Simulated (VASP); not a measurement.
**In3GaP4: single point with r2SCAN**

In3GaP4:

```xyz
8
Lattice="5.8462 0.0000 0.0000 0.0000 5.8462 0.0000 0.0000 0.0000 5.8462" Properties=species:S:1:pos:R:3 pbc="T T T"
In    2.9231    0.0000    2.9231
In    2.9231    2.9231    0.0000
In    0.0000    2.9231    2.9231
Ga    0.0000    0.0000    0.0000
P     1.3974    4.4488    4.4488
P     1.3974    1.3974    1.3974
P     4.4488    4.4488    1.3974
P     4.4488    1.3974    4.4488
```

| Item | Value |
| --- | --- |
| Program | VASP 6.6.1 |
| Task | single point |
| Functional | r2SCAN |
| Potentials or basis | VASP PAW PBE potentials, release 64 (In_d, Ga_d, P) |
| Cutoff | 520 eV |
| k mesh | 6 × 6 × 6 |
| Occupations | gaussian, width 0.02 eV |
| Spin | no spin polarisation |
| Dipole correction | no |
| Further INCAR settings | ALGO = Normal; EDIFF = 1e-06; NBANDS = 46 |

```
Pressure               : -2.0 GPa
Largest force          : 0.007 eV/Å
Band gap on the k mesh : 1.05 eV
```

Forces in eV/Å, atoms in the order of the input:
```
In   0.000  0.000  0.000
In   0.000  0.000  0.000
In   0.000  0.000  0.000
Ga   0.000  0.000  0.000
P    0.004 -0.004 -0.004
P    0.004  0.004  0.004
P   -0.004 -0.004  0.004
P   -0.004  0.004 -0.004
```

Levels at points of the mesh, in eV from the valence-band top:
```
           k point  band 32  band 33  band 34  band 35  band 36  band 37  band 38  band 39  band 40  band 41
(0.00, 0.00, 0.00)    -2.23    -2.23     0.00     0.00     0.00     1.05     2.08     2.08     2.08     2.36
(0.50, 0.00, 0.00)    -2.90    -1.56    -1.56    -1.23    -1.23     2.68     2.68     3.43     3.63     4.64
(0.50, 0.50, 0.00)    -2.72    -1.17    -1.17    -1.04    -0.70     2.99     3.00     3.58     3.58     5.28
(0.50, 0.50, 0.50)    -0.86    -0.86    -0.86    -0.74    -0.74     1.34     1.88     1.88     1.88     4.96
```

It took 8.4 min on 1 thread of AMD EPYC 9R45 96-Core Processor (Zen 5), on a shared host, peak memory 0.43 GiB.

Caveat: the PAW data sets were made with another functional, which shifts forces and pressure a little; spin-orbit coupling is left out, which moves the levels of the heavy elements. A k mesh can miss the band edges.
